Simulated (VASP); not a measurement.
# AlAs (hm.bB) (F-43m) in VASP: single point with PBE

Aim: the single point of AlAs (hm.bB) with PBE.

All numbers are computed with VASP 6.6.1; they aren't measurements. Logs are shortened: lines on timing, memory, paths and dates and some standing lists are left out, and cuts for length are marked.

### 1 The cell of the first run

It takes space group F-43m (No. 216, cubic). Conventional cell: a = 5.728 Å, b = 5.728 Å, c = 5.728 Å, α = 90.00°, β = 90.00°, γ = 90.00°. Within 3.3 Å of Al (site symmetry -43m) lie 4 As at 2.48 Å. As (site symmetry -43m) has 4 Al at 2.48 Å within 3.3 Å.

### 2 Single point, PBE

INCAR reads:

```
PREC = Accurate ; ENCUT = 500
EDIFF = 1E-6 ; ISMEAR = 0
SIGMA = 0.02 ; LREAL = F
LASPH = T ; NELM = 120
ALGO = Normal ; ISIF = 2
LWAVE = F ; LCHARG = F
GGA = PE ; NBANDS = 11
GGA_COMPAT = F
```

KPOINTS reads:

```
regular mesh
0
Gamma
  8 8 8
```

POSCAR reads:

```
AlAs
1.0
    0.0000000000      2.8638561906      2.8638561906
    2.8638561906      0.0000000000      2.8638561906
    2.8638561906      2.8638561906      0.0000000000
Al As
1 1
Direct
    0.0000000000      0.0000000000      0.0000000000
    0.2500000000      0.2500000000      0.2500000000
```

Potentials or basis: VASP PAW PBE potentials, release 64 (Al, As).

The run is started by

```
$ cat potpaw_PBE.64/Al/POTCAR potpaw_PBE.64/As/POTCAR > POTCAR
$ mpirun -np 1 vasp_std > vasp.out
```

OUTCAR:

```text
PREC = Accurate
   ENCUT = 500
   EDIFF = 1E-6
   ISMEAR = 0
   LREAL = F
   LASPH = T
   NELM = 120
   ISIF = 2
   GGA = PE

 ion  position               nearest neighbor table
   1  0.000  0.000  0.000-   2 2.48   2 2.48   2 2.48   2 2.48
   2  0.250  0.250  0.250-   1 2.48   1 2.48   1 2.48   1 2.48

  LATTYP: Found a face centered cubic cell.
 ALAT       =     5.7277123812

  Lattice vectors:

 A1 = (   0.0000000000,   2.8638561906,   2.8638561906)
 A2 = (   2.8638561906,   0.0000000000,   2.8638561906)
 A3 = (   2.8638561906,   2.8638561906,   0.0000000000)

Analysis of symmetry for initial positions (statically):
=====================================================================
 Subroutine PRICEL returns:
 Original cell was already a primitive cell.

 Routine SETGRP: Setting up the symmetry group for a
 face centered cubic supercell.

 Subroutine GETGRP returns: Found 24 space group operations
 (whereof 24 operations were pure point group operations)
 out of a pool of 48 trial point group operations.

The static configuration has the point symmetry T_d .

Analysis of symmetry for dynamics (positions and initial velocities):
=====================================================================
 Subroutine PRICEL returns:
 Original cell was already a primitive cell.

 Routine SETGRP: Setting up the symmetry group for a
 face centered cubic supercell.

 Subroutine GETGRP returns: Found 24 space group operations
 (whereof 24 operations were pure point group operations)
 out of a pool of 48 trial point group operations.

The dynamic configuration has the point symmetry T_d .

 Subroutine INISYM returns: Found 24 space group operations
 (whereof 24 operations are pure point group operations),
 and found     1 'primitive' translations

----------------------------------------------------------------------------------------

                                     Primitive cell

  volume of cell :      46.9768

  direct lattice vectors                    reciprocal lattice vectors
     0.000000000  2.863856191  2.863856191    -0.174589772  0.174589772  0.174589772
     2.863856191  0.000000000  2.863856191     0.174589772 -0.174589772  0.174589772
     2.863856191  2.863856191  0.000000000     0.174589772  0.174589772 -0.174589772

  length of vectors
     4.050104265  4.050104265  4.050104265     0.302398356  0.302398356  0.302398356

  position of ions in fractional coordinates (direct lattice)
     0.000000000  0.000000000  0.000000000
     0.250000000  0.250000000  0.250000000

  ion indices of the primitive-cell ions
   primitive index   ion index
                 1           1
                 2           2

----------------------------------------------------------------------------------------

 KPOINTS: regular mesh

Automatic generation of k-mesh.
 Grid dimensions read from file:
 generate k-points for:    8    8    8

 Generating k-lattice:

  Cartesian coordinates                     Fractional coordinates (reciprocal lattice)
    -0.021823722  0.021823722  0.021823722     0.125000000  0.000000000  0.000000000
     0.021823722 -0.021823722  0.021823722     0.000000000  0.125000000  0.000000000
     0.021823722  0.021823722 -0.021823722     0.000000000  0.000000000  0.125000000

  Length of vectors
     0.037799794  0.037799794  0.037799794

  Shift w.r.t. Gamma in fractional coordinates (k-lattice)
     0.000000000  0.000000000  0.000000000

 Subroutine IBZKPT returns following result:
 ===========================================

 Found     29 irreducible k-points:

 Following reciprocal coordinates:
            Coordinates               Weight
  0.000000  0.000000  0.000000      1.000000
  0.125000  0.000000  0.000000      8.000000
  0.250000  0.000000  0.000000      8.000000
  0.375000  0.000000  0.000000      8.000000
  0.500000  0.000000  0.000000      4.000000
  0.125000  0.125000  0.000000      6.000000
[... 16 lines left out ...]
  0.500000  0.250000  0.125000     48.000000
 -0.375000  0.250000  0.125000     24.000000
 [... further k-points ...]
   k-points           NKPTS =     29   k-points in BZ     NKDIM =     29   number of bands    NBANDS=     11
   number of dos      NEDOS =    301   number of ions     NIONS =      2
   total plane-waves  NPLWV =  27000
   dimension x,y,z NGX =    30 NGY =   30 NGZ =   30
   dimension x,y,z NGXF=    60 NGYF=   60 NGZF=   60
   ions per type =               1   1
   NGX,Y,Z   is equivalent  to a cutoff of  12.31, 12.31, 12.31 a.u.
   NGXF,Y,Z  is equivalent  to a cutoff of  24.63, 24.63, 24.63 a.u.
 SYSTEM =  unknown system
   PREC   = accura    normal or accurate (medium, high low for compatibility)
   ISTART =      0    job   : 0-new  1-cont  2-samecut
   ICHARG =      2    charge: 1-file 2-atom 10-const
   ISPIN  =      1    spin polarized calculation?
   LNONCOLLINEAR =      F non collinear calculations
   LSORBIT =      F    spin-orbit coupling
   LASPH  =      T    aspherical Exc in radial PAW
   ENCUT  =  500.0 eV  36.75 Ry    6.06 a.u.   7.38  7.38  7.38*2*pi/ulx,y,z
   NELM   =    120;   NELMIN=  2; NELMDL= -5     # of ELM steps
   EDIFF  = 0.1E-05   stopping-criterion for ELM
   LREAL  =      F    real-space projection
   EDIFFG = 0.1E-04   stopping-criterion for IOM
   NSW    =      0    number of steps for IOM
   IBRION =     -1    ionic relax: 0-MD 1-quasi-New 2-CG
   NFREE  =      0    steps in history (QN), initial steepest desc. (CG)
   ISIF   =      2    stress and relaxation
   ISYM   =      2    0-nonsym 1-usesym 2-fastsym
   POTIM  = 0.5000    time-step for ionic-motion
   TEBEG  =    0.0;   TEEND  =   0.0 temperature during run
   PSTRESS=    0.0 pullay stress
   NELECT =       8.0000    total number of electrons
   NUPDOWN=      -1.0000    fix difference up-down
   EMIN   =  10.00;   EMAX   =-10.00  energy-range for DOS
   EFERMI =   0.00;   METHOD = LEGACY
   ISMEAR =     0;   SIGMA  =   0.02  broadening in eV -4-tet -1-fermi 0-gaus
   EFERMI_NEDOS =   21; number of points for ismear=-14 and -15
   IALGO  =     38    algorithm
   IMIX   =      4    mixing-type and parameters
     AMIX     =   0.40;   BMIX     =  1.00
     AMIX_MAG =   1.60;   BMIX_MAG =  1.00
  volume/ion in A,a.u.               =      23.49       158.51
  Fermi-wavevector in a.u.,A,eV,Ry     =   0.907424  1.714783 11.203288  0.823418
  Thomas-Fermi vector in A             =   2.031230
   LORBIT       =      0    0 simple, 1 ext, 2 COOP (PROOUT), +10 PAW based schemes
   GGA     = PE    functional components
   LHFCALC =     F    Hartree Fock is set to
   AEXX    =    0.0000 exact exchange contribution
   IVDW    =     0    specifies the selected vdW correction
   LEPSILON=     F    determine dielectric tensor
   LRPA    =     F    only Hartree local field effects (RPA)
 non-spin polarized calculation
 Gauss-broadening in eV      SIGMA  =   0.02
  energy-cutoff  :      500.00
  volume of cell :       46.98
 maximum number of plane-waves:      1243
 NGX is ok and might be reduce to    30
   NGX = 15   NGY = 15   NGZ = 15

 number of electron       7.9999999 magnetization

 Free energy of the ion-electron system (eV)
  ---------------------------------------------------
  ext. energy  EPLUGINS =         0.00000000
  ---------------------------------------------------
  free energy    TOTEN  =        -9.38797866 eV

  energy without entropy =       -9.38797866  energy(sigma->0) =       -9.38797866

 E-fermi :   3.6751     XC(G=0):  -8.9050

 val. band max:        3.5946392227   @ k =   0.0000   0.0000   0.0000
 cond. band min:       5.0889167519   @ k =   0.5000   0.5000   0.0000
 fundamental gap:      1.4942775292
 Fermi energy:         3.6751236250

 k-point     1 :       0.0000    0.0000    0.0000
  band No.  band energies     occupation
      1      -8.0765      2.00000
      2       3.5946      2.00000
      3       3.5946      2.00000
      4       3.5946      2.00000
      5       5.3780      0.00000
      6       7.8218      0.00000
      7       7.8218      0.00000
      8       7.8218      0.00000
      9      12.2778      0.00000
     10      12.5371      0.00000
     11      12.5371      0.00000

 k-point     2 :       0.1250    0.0000    0.0000
  band No.  band energies     occupation
      1      -7.9305      2.00000
      2       2.1701      2.00000
      3       3.4391      2.00000
      4       3.4391      2.00000
      5       6.1773      0.00000
      6       8.0948      0.00000
      7       8.0948      0.00000
      8       8.1794      0.00000
      9      11.9550      0.00000
     10      11.9550      0.00000
     11      12.9978      0.00000

 k-point     3 :       0.2500    0.0000    0.0000
  band No.  band energies     occupation
      1      -7.5268      2.00000
      2       0.2703      2.00000
      3       3.1309      2.00000
      4       3.1309      2.00000
      5       6.0627      0.00000
      6       8.4398      0.00000
      7       8.4398      0.00000
      8       9.8421      0.00000
      9      11.8450      0.00000
     10      11.8450      0.00000
     11      12.8858      0.00000

 k-point     4 :       0.3750    0.0000    0.0000
  band No.  band energies     occupation
      1      -7.0091      2.00000
      2      -1.2183      2.00000
      3       2.8839      2.00000
      4       2.8839      2.00000
      5       5.7338      0.00000
      6       8.3532      0.00000
      7       8.3532      0.00000
      8      11.1878      0.00000
      9      13.0882      0.00000
     10      13.0882      0.00000
     11      13.1120      0.00000
[... 239 lines left out ...]
 k-point    22 :       0.3750    0.2500    0.1250
  band No.  band energies     occupation
      1      -7.1899      2.00000
      2      -0.1164      2.00000
      3       1.7147      2.00000
      4       2.6510      2.00000
      5       7.1494      0.00000
      6       7.6970      0.00000
      7       8.8674      0.00000
      8       9.9916      0.00000
      9      11.6329      0.00000
     10      13.8713      0.00000
     11      15.3785      0.00000

 k-point    23 :       0.5000    0.2500    0.1250
  band No.  band energies     occupation
      1      -6.7257      2.00000
      2      -1.0858      2.00000
      3       1.1434      2.00000
      4       2.2861      2.00000
      5       7.2017      0.00000
      6       7.9805      0.00000
      7       9.2835      0.00000
      8      10.3451      0.00000
      9      12.7646      0.00000
     10      13.9693      0.00000
     11      15.5883      0.00000

 k-point    24 :      -0.3750    0.2500    0.1250
  band No.  band energies     occupation
      1      -6.4885      2.00000
      2      -1.5394      2.00000
      3       0.9925      2.00000
      4       2.1114      2.00000
      5       7.1752      0.00000
      6       7.8056      0.00000
      7      10.1341      0.00000
      8      11.0979      0.00000
      9      11.8140      0.00000
     10      14.4582      0.00000
     11      15.6793      0.00000

 [... further k-points ...]
[... 5 lines left out ...]
  --------------------------------------------------------------------------------------
  -------------------------------------------------------------------------------------
  Total        0.0534172      0.0534172      0.0534172      0.0000000      0.0000000      0.0000000
  in kB        1.8218322      1.8218322      1.8218322      0.0000000      0.0000000      0.0000000
  external PRESSURE =       1.8218322 kB  Pullay stress =       0.0000000 kB

 VOLUME and BASIS-vectors are now :
 -----------------------------------------------------------------------------
  energy-cutoff  :      500.00
  volume of cell :       46.98
      direct lattice vectors                 reciprocal lattice vectors
     0.000000000  2.863856191  2.863856191    -0.174589772  0.174589772  0.174589772
     2.863856191  0.000000000  2.863856191     0.174589772 -0.174589772  0.174589772
     2.863856191  2.863856191  0.000000000     0.174589772  0.174589772 -0.174589772

 POSITION                                       TOTAL-FORCE (eV/Angst)
 -----------------------------------------------------------------------------------
      0.00000      0.00000      0.00000        -0.000000      0.000000     -0.000000
      1.43193      1.43193      1.43193         0.000000     -0.000000      0.000000
 -----------------------------------------------------------------------------------
    total drift:                               -0.000000     -0.000000     -0.000000

  FREE ENERGIE OF THE ION-ELECTRON SYSTEM (eV)
  ---------------------------------------------------
  free  energy   TOTEN  =        -9.3879786594 eV

  energy  without entropy=       -9.3879786594  energy(sigma->0) =       -9.38797866
```

Wall time 6.9 s (1 thread of AMD EPYC 9R45 (Zen 5), shared host); peak memory 0.14 GiB.

Results:

| Item | Value |
| --- | --- |
| Free energy | -9.3880 eV |
| Pressure | 0.2 GPa |
| Band gap on the k mesh | 1.49 eV, indirect (least direct gap 1.78 eV) |

A k mesh can miss the band edges. PBE gaps usually lie below the measured ones, often by a third to a half.
